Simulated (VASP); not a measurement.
A run of VASP 6.6.1:

INCAR

```
SYSTEM = TaS2
PREC     = Accurate       ! precision mode
ENCUT    = 400            ! plane-wave cutoff, eV
EDIFF    = 1E-8           ! SCF threshold, eV
ISMEAR   = -1             ! smearing method
SIGMA    = 0.03           ! smearing width, eV
LREAL    = .False.        ! projectors in reciprocal space
LASPH    = .True.         ! aspherical terms in the spheres
NELM     = 120            ! most SCF steps
ALGO     = Normal         ! electronic algorithm
ISIF     = 2              ! what is computed and relaxed
LWAVE    = .False.        ! write WAVECAR
LCHARG   = .False.        ! write CHGCAR
GGA      = PE             ! functional
LEFG     = .True.       
NBANDS   = 18             ! bands
GGA_COMPAT= .False.
```

File KPOINTS:

```
regular mesh
0
Gamma
  9 9 5
  0 0 0
```

The input POSCAR:

```
TaS2
1.0
    3.3500021206      0.0000000000      0.0000000000
   -1.6750010603      2.9011869392      0.0000000000
    0.0000000000      0.0000000000      5.8014000000
Ta S
1 2
Direct
    0.0000000000      0.0000000000      0.0000000000
    0.3333333333      0.6666666667      0.2500000000
    0.6666666667      0.3333333333      0.7500000000
```

Potentials or basis: VASP PAW PBE potentials, release 64 (Ta_pv, S).

Run with:

```console
$ cat potpaw_PBE.64/Ta_pv/POTCAR potpaw_PBE.64/S/POTCAR > POTCAR
$ mpirun -np 1 vasp_std > vasp.out
```

Hardware: 1 thread of Intel Xeon 8259CL (shared host).

Task: How long does it take, and how much memory?

Result: It took 66 s on 1 thread of Intel Xeon 8259CL, on a shared host, peak memory 0.18 GiB. Counts: scf iterations 18, k points 50.
